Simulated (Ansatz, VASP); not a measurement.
This is a calculation of CdSe for VASP 6.6.1.

INCAR

```
PREC     = Accurate       # precision mode
ENCUT    = 600            # plane-wave cutoff, eV
EDIFF    = 1E-6           # SCF threshold, eV
ISMEAR   = -1             # smearing method
SIGMA    = 0.05           # smearing width, eV
LREAL    = F              # projectors in reciprocal space
LASPH    = T              # aspherical terms in the spheres
NELM     = 100            # most SCF steps
ALGO     = Normal         # electronic algorithm
ISIF     = 3              # what is computed and relaxed
LWAVE    = F              # write WAVECAR
LCHARG   = F              # write CHGCAR
GGA      = PE             # functional
IBRION   = 2              # ionic algorithm
NSW      = 80             # ionic steps
EDIFFG   = -0.02          # ionic threshold
```

The input KPOINTS:

```
Automatic mesh
0
Gamma
  8 8 8
```

File POSCAR:

```
CdSe
1.0
    0.0000000000      3.0702711986      3.0702711986
    3.0702711986      0.0000000000      3.0702711986
    3.0702711986      3.0702711986      0.0000000000
Cd Se
1 1
Direct
    0.0000000000      0.0000000000      0.0000000000
    0.2500000000      0.2500000000      0.2500000000
```

Potentials or basis: VASP PAW PBE potentials, release 64 (Cd, Se).

Command:

```sh
$ cat potpaw_PBE.64/Cd/POTCAR potpaw_PBE.64/Se/POTCAR > POTCAR
$ mpirun -np 1 vasp_std > vasp.out
```

Q: Translate it to Ansatz 0.2.0. Potentials there: all-electron LAPW, scalar-relativistic.

A: As run (the cutoff follows the program's own potentials):

File input.yaml:

```yaml
crystal:
  lattice:
    - [0.0, 3.0702711986, 3.0702711986]
    - [3.0702711986, 0.0, 3.0702711986]
    - [3.0702711986, 3.0702711986, 0.0]
  atoms:
    - { symbol: Cd, position: [0.0, 0.0, 0.0] }
    - { symbol: Se, position: [0.25, 0.25, 0.25] }
kpoints:
  mp_grid: { grid: [8, 8, 8] }
scf:
  occupations: { method: fermi_dirac, width: 0.05 }
hamiltonian:
  xc: pbe
  pseudopotentials: { kind: all_electron, lapw: { basis_error: 0.001 } }
output:
  forces: true
  stress: true
relax:
  f_tol: 0.02
  max_steps: 60
  cell: {}
```

Potentials or basis: all-electron LAPW, scalar-relativistic.

Run with:

```console
$ ansatz run input.yaml --threads 1 --pin off --max-ram 3072MiB --backend cpu --events-out ev --progress --plain --runs-dir out
```

Both were run:

|  | VASP | Ansatz | Ansatz less VASP |
| --- | --- | --- | --- |
| relaxed volume (Å³/atom) | 29.87 | 29.75 | -0.115 |
| relaxed cell length with the largest relative difference (Å) | 4.388 | 4.382 | -0.0057 |

Ansatz ran all-electron here, and VASP with PAW potentials.
